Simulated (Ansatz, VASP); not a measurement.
## One calculation of Hg, two programs

```
Hg
1.0
    -1.95401    1.95401    1.95401
     1.95401   -1.95401    1.95401
     1.95401    1.95401   -1.95401
Hg
1
Direct
  0.00000 0.00000 0.00000
```

Alike in both runs: task single point; functional r2SCAN; k mesh 13 × 13 × 13; occupations fermi-dirac, width 0.1 eV; no spin polarisation.

|  | VASP | Ansatz |
| --- | --- | --- |
| version | VASP 6.6.1 | Ansatz 0.2.0 |
| potentials or method | VASP PAW PBE potentials, release 64 (Hg), cutoff 550 eV | plane waves (500 eV) with PAW, scalar-relativistic |
| valence electrons in the cell | 12 | 20 |

Ansatz gave:

| Quantity | Value |
| --- | --- |
| pressure (GPa) | -1.4 |

What did VASP give for the same quantities?

Pressure (GPa): -1.2.

VASP's potentials were made for PBE, not for r2SCAN. VASP's potentials hold 12 valence electrons a cell and Ansatz's 20, so a difference there can come from the potentials and not from the codes.

Spin-orbit coupling is off throughout.
